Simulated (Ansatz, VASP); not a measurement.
## Two plane-wave programs on Ta

```
Ta
1.0
     2.82494    0.00000    0.00000
    -1.41247    2.44647    0.00000
     0.00000    0.00000    5.07672
Ta
2
Direct
  0.66667 0.33333 0.75000
  0.33333 0.66667 0.25000
```

Alike in both runs: functional LDA; k mesh 6 × 6 × 4; occupations gaussian, width 0.1 eV; no spin polarisation.

Ansatz relaxed the structure, and its values are those at the end. VASP's run is a single point on that final structure, the one shown.

|  | VASP | Ansatz |
| --- | --- | --- |
| version | VASP 6.6.1 | Ansatz 0.2.0 |
| potentials or method | VASP PAW LDA potentials, release 64 (Ta_pv), cutoff 500 eV | scalar-relativistic, plane waves, PAW |
| valence electrons in the cell | 22 | 26 |

```csv
,VASP,Ansatz,Ansatz less VASP
gap on the k mesh at the Fermi level (eV),none,none,-
pressure (GPa),0.9,0.1,-0.79
```

LDA's correlation is that of Perdew and Zunger in VASP and of Perdew and Wang (1992) in Ansatz. A gap of «none» marks a metal or a gap that the smearing closes. VASP's potentials hold 22 valence electrons a cell and Ansatz's 26, so a difference there can come from the potentials and not from the codes.

The k mesh is coarse, so the values compare programs but aren't converged. Neither program's run includes spin-orbit coupling.
